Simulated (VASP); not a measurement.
Here is a VASP 6.6.1 calculation.

File INCAR:

```
SYSTEM = WC
ALGO = Normal
EDIFF = 1E-7
ENCUT = 520
GGA = PS
ISIF = 2
ISMEAR = -1
LASPH = .TRUE.
LCHARG = .TRUE.
LELF = .TRUE.
LREAL = Auto
LVHAR = .TRUE.
LWAVE = .FALSE.
NBANDS = 86
NELM = 100
PREC = Accurate
SIGMA = 0.24
```

KPOINTS

```
k-points
0
G
  3 3 3
  0 0 0
```

File POSCAR:

```
WC
1.0
   -2.9530380000     -5.1148120000      0.0000000000
    4.4295570000     -2.5574060000      0.0000000000
    0.0000000000      0.0000000000      5.7734360000
W C
8 8
Direct
    0.7622815501      0.5611049557      0.0196936452
    0.7693770874      0.5651354696      0.5071676554
    0.5284621669      0.0481016184      0.0102192178
    0.5242045792      0.0498912289      0.5210069013
    0.2600090146      0.5492685839      0.0235734838
    0.2562095168      0.5488125424      0.5075140696
    0.0045520824      0.0732449029      0.0052828160
    0.0247434556      0.0480337796      0.5246615707
    0.5153253712      0.7289838247      0.2662019636
    0.5335009450      0.7314610837      0.7442361879
    0.2775499810      0.2103631674      0.2522934350
    0.2609843944      0.2217144590      0.7565685322
    0.0159977671      0.7480526866      0.2588753041
    0.0079554994      0.7264818789      0.7566724564
    0.7629688876      0.2064035112      0.2636384988
    0.7848231535      0.2482895232      0.7535200875
```

Potentials or basis: VASP PAW PBE potentials, release 64 (W_sv, C).

Run with:

```bash
$ cat potpaw_PBE.64/W_sv/POTCAR potpaw_PBE.64/C/POTCAR > POTCAR
$ mpirun -np 1 vasp_std > vasp.out
```

(1) Estimate the band gap on the k mesh.

(2) Predict the pressure.

(3) What does it give for the largest force?

## Answers

(1) 0.01 eV.

(2) -16.4 GPa.

(3) 3.350 eV/Å.

Caveat: the stress differs along the axes, from -20 to -14 GPa; the atoms stand as in a frame of molecular dynamics; the PAW data sets were made with another functional, which shifts forces and pressure a little; spin-orbit coupling is left out, which moves the levels of the heavy elements.
